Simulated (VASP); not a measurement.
Wanted: the native input for a VASP 6.6.1 run.

```
Task                   : single point
Functional             : PBEsol
Potentials or basis    : VASP PAW PBE potentials, release 64 (Ti_sv)
Cutoff                 : 520 eV
k mesh                 : 22 × 22 × 22
Occupations            : gaussian, width 0.15 eV
Spin                   : no spin polarisation
Dipole correction      : no
Further INCAR settings : ALGO = Fast; EDIFF = 1e-06; NBANDS = 12
```

The structure of Ti lies in POSCAR:

```
Ti
1.0
   -1.4993235107      1.4993235107      1.7410144606
    1.4993235107     -1.4993235107      1.7410144606
    1.4993235107      1.4993235107     -1.7410144606
Ti
1
Direct
    0.0000000000      0.0000000000      0.0000000000
```

This cell differs from its parent crystal: volume 15.655 Å^3 an atom, c/a of the conventional cell 1.1612.

These files were run (other wordings do the same):

INCAR

```
PREC = Accurate
ENCUT = 520
EDIFF = 1E-6
ISMEAR = 0
SIGMA = 0.15
LREAL = F
LASPH = T
NELM = 100
ALGO = Fast
ISIF = 2
LWAVE = F
LCHARG = T
GGA = PS
LELF = T
LVHAR = T
NBANDS = 12
```

KPOINTS

```
regular mesh
0
Gamma
  22 22 22
```

Potentials or basis: VASP PAW PBE potentials, release 64 (Ti_sv).

Command:

```console
$ cat potpaw_PBE.64/Ti_sv/POTCAR > POTCAR
$ mpirun -np 1 vasp_std > vasp.out
```

It gave:

```yaml
Pressure: 6.9 GPa
Band_gap_on_the_k_mesh: zero (band 6 reaches 10.18 eV, above the bottom of band 7 at 8.46 eV)
```

Caveat: the PAW data sets were made with another functional, which shifts forces and pressure a little.

It took 99 s on 1 thread of Intel(R) Xeon(R) 6975P-C (Granite Rapids) (shared host), peak memory 0.26 GiB.
